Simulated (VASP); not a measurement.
A run of VASP 6.6.1 is set up as follows.

File INCAR:

```
PREC = Accurate ; ENCUT = 520
EDIFF = 1E-6 ; ISMEAR = 0
SIGMA = 0.1 ; LREAL = F
LASPH = T ; NELM = 60
ALGO = Fast ; ISIF = 2
LWAVE = F ; LCHARG = F
GGA = PE ; NBANDS = 13
```

Contents of KPOINTS:

```
regular mesh
0
Gamma
  6 6 6
```

Contents of POSCAR:

```
W
1.0
   -1.5851577801      1.5851577801      1.5851577801
    1.5851577801     -1.5851577801      1.5851577801
    1.5851577801      1.5851577801     -1.5851577801
W
1
Direct
    0.0000000000      0.0000000000      0.0000000000
```

Potentials or basis: VASP PAW PBE potentials, release 64 (W_sv).

Run with:

```console
$ cat potpaw_PBE.64/W_sv/POTCAR > POTCAR
$ mpirun -np 1 vasp_std > vasp.out
```

Q: Predict the pressure.

A: 2.6 GPa.

Q: What does it give for the band gap on the k mesh?

A: Zero (band 7 reaches 16.54 eV, above the bottom of band 8 at 10.17 eV).

Caveat: the k points lie up to 0.47 Å⁻¹ apart; spin-orbit coupling is left out, which moves the levels of the heavy elements.
